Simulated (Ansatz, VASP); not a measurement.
**Two plane-wave programs on CoO**

INCAR

```
  PREC = Accurate
  ENCUT = 600
  EDIFF = 1E-6
  ISMEAR = 0
  SIGMA = 0.1
  LREAL = False
  LASPH = True
  NELM = 200
  ALGO = Normal
  ISIF = 2
  LWAVE = False
  LCHARG = True
  ISPIN = 2
  MAGMOM = 2.57 0.32
  LORBIT = 11
  LMAXMIX = 4
  GGA = PS
  LELF = True
  LVHAR = True
  NBANDS = 18
  GGA_COMPAT = False
```

The input KPOINTS:

```
regular mesh
0
Gamma
  18 18 18
```

POSCAR

```
CoO
1.0
    0.0000000000      1.9965426456      1.9965426456
    1.9965426456      0.0000000000      1.9965426456
    1.9965426456      1.9965426456      0.0000000000
Co O
1 1
Direct
    0.0000000000      0.0000000000      0.0000000000
    0.5000000000      0.5000000000      0.5000000000
```

Input for Ansatz:

```yaml
crystal:
  lattice:
    - [0.0, 1.9965426456, 1.9965426456]
    - [1.9965426456, 0.0, 1.9965426456]
    - [1.9965426456, 1.9965426456, 0.0]
  atoms:
    - { symbol: Co, position: [0.0, 0.0, 0.0], spin: 2.57 }
    - { symbol: O, position: [0.5, 0.5, 0.5], spin: 0.32 }
basis:
  ecutwfc: 420
kpoints:
  mp_grid: { grid: [18, 18, 18] }
hamiltonian:
  xc: pbesol
scf:
  occupations: { method: gaussian, width: 0.1 }
output:
  forces: true
  stress: true
  eigenvalues: true
  populations: true
magnetization:
  spin_polarized: true
```

Alike in both runs: task single point; functional PBEsol; k mesh 18 × 18 × 18; occupations gaussian, width 0.1 eV; collinear spin.

|  | VASP | Ansatz |
| --- | --- | --- |
| version | VASP 6.6.1 | Ansatz 0.2.0 |
| potentials or method | VASP PAW PBE potentials, release 64 (Co, O), cutoff 600 eV | scalar-relativistic, plane waves, PAW |
| valence electrons in the cell | 15 | 23 |

Ansatz gave:

```
gap on the k mesh at the Fermi level (eV)                     : none
pressure (GPa)                                                : 25.1
net moment per atom (μB)                                      : 0.95
size of the moment on the site where the two differ most (μB) : 1.65
```

Question: Which values does VASP return?

Answer: gap on the k mesh at the Fermi level (eV): none; pressure (GPa): 24.5; net moment per atom (μB): 0.93; size of the moment on the site where the two differ most (μB): 1.71.

VASP's potentials were made for PBE, not for PBEsol. Site moments also hang on the region over which each program counts them. A gap of «none» marks a metal or a gap that the smearing closes. With one functional, cell and mesh, what is left measures potentials, basis and numerics. VASP's potentials hold 15 valence electrons a cell and Ansatz's 23, so a difference there can come from the potentials and not from the codes.
